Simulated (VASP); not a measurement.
Here is a VASP 6.6.1 calculation.

Contents of INCAR:

```
PREC = Accurate
ENCUT = 520
EDIFF = 1E-6
ISMEAR = 1
SIGMA = 0.1
LREAL = False
LASPH = True
NELM = 100
ALGO = Normal
ISIF = 2
LWAVE = False
LCHARG = False
GGA = PS
NBANDS = 8
```

KPOINTS

```
Automatic mesh
0
Gamma
  16 16 16
```

File POSCAR:

```
Sb
1.0
    0.0000000000      2.3480350175      2.3480350175
    2.3480350175      0.0000000000      2.3480350175
    2.3480350175      2.3480350175      0.0000000000
Sb
1
Direct
    0.0000000000      0.0000000000      0.0000000000
```

Potentials or basis: VASP PAW PBE potentials, release 64 (Sb).

Command:

```console
$ cat potpaw_PBE.64/Sb/POTCAR > POTCAR
$ mpirun -np 1 vasp_std > vasp.out
```

Problem. What does it give for the pressure?

Solution. 0.7 GPa.

Caveat: the PAW data sets were made with another functional, which shifts forces and pressure a little.
